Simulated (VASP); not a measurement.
TiB2:

```xyz
3
Lattice="3.0292 0.0000 0.0000 -1.5146 2.6234 0.0000 0.0000 0.0000 3.2284" Properties=species:S:1:pos:R:3 pbc="T T T"
Ti    0.0000    0.0000    0.0000
B     0.0000    1.7489    1.6142
B     1.5146    0.8745    1.6142
```

Program: VASP 6.6.1. Alike in all runs: task single point; potentials or basis VASP PAW PBE potentials, release 64 (Ti_sv, B); no spin polarisation; cell as given; k mesh 11 × 11 × 9; cutoff (eV) 520; smearing methfessel-paxton 0.1 eV.

Problem. Order these runs on this cell by their pressure, lowest first.
A. level PBE
B. level revPBE
C. level PBEsol

Solution. C (-4.7 GPa), A (0.4 GPa), B (3.8 GPa).

Caveats: the PAW data sets were made with another functional, which shifts forces and pressure a little (some runs).
